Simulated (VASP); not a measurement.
The system is KCd2P2.

```
K Cd P
1.0
     4.02923    0.00000    0.00000
    -2.01461    3.48941    0.00000
     0.00000    0.00000    8.58665
K Cd P
1 2 2
Direct
  0.00000 0.00000 0.00000
  0.33333 0.66667 0.50000
  0.66667 0.33333 0.50000
  0.33333 0.66667 0.00000
  0.66667 0.33333 0.00000
```

The cell was generated, and may not be a known phase.

| Property | Result |
| --- | --- |
| Program | VASP 6.6.1 |
| Task | relaxation of cell and atoms |
| Functional | PBE |
| Potentials or basis | VASP PAW PBE potentials, release 64 (K_sv, Cd, P) |
| Cutoff | 500 eV |
| k mesh | 6 × 6 × 2 |
| Occupations | gaussian, width 0.1 eV |
| Spin | no spin polarisation |

At the start: pressure 37.0 GPa; volume 24.15 Å³/atom.

Question: Where does the relaxation end?

Answer: Over 24 steps the energy falls by 2000.0 meV/atom and the volume is 26.42 Å³/atom (+9.4 %); space group P6/mmm (No. 191, to 0.1 Å) before and after.

Step by step:
```
step  energy change (eV)  largest force (eV/Å)  pressure (GPa)  volume (Å³)
   1              0.0000                0.0000           36.98       120.73
   2             -6.8178                0.0000           -3.86       237.01
   3             -7.6963                0.0000            0.08       183.95
   4             -7.7079                0.0000           -0.95       191.26
   5             -7.7120                0.0000           -0.63       188.80
   6             -7.7107                0.0000           -0.42       187.29
   7             -7.7516                0.0000           -0.47       183.86
   8             -7.8819                0.0000           -0.57       173.55
   9             -8.2854                0.0000           -0.38       152.82
  10             -9.5077                0.0000            8.71       110.98
  11             -8.6367                0.0000           -0.27       140.54
  12             -9.4587                0.0000            1.20       125.79
  13             -9.7075                0.0000            3.90       118.40
  14             -9.7152                0.0000            4.62       116.92
  15             -9.7301                0.0000            4.95       116.44
  16             -9.7345                0.0000            5.28       116.03
  17             -9.7565                0.0000            5.03       116.64
  18             -9.8164                0.0000            4.27       118.49
  19             -9.9093                0.0000            2.83       122.24
  20             -9.9952                0.0000            0.43       129.95
  21             -9.9991                0.0000           -0.01       131.81
  22             -9.9993                0.0000           -0.11       132.31
  23             -9.9998                0.0000           -0.07       132.24
  24            -10.0002                0.0000            0.02       132.11
```

Final structure:
```
CELL_PARAMETERS angstrom
5.37857 0.00000 0.00000
-2.68929 4.65798 0.00000
0.00000 0.00000 5.27325
ATOMIC_POSITIONS crystal
K 0.00000 0.00000 0.00000
Cd 0.33333 0.66667 0.50000
Cd 0.66667 0.33333 0.50000
P 0.33333 0.66667 0.00000
P 0.66667 0.33333 0.00000
```

Caveat: the k points lie up to 0.60 Å⁻¹ apart in the final cell, too coarse for converged energies and pressures of a metal; a cell axis changed by over 15 % at a fixed basis, so the end point is rough.
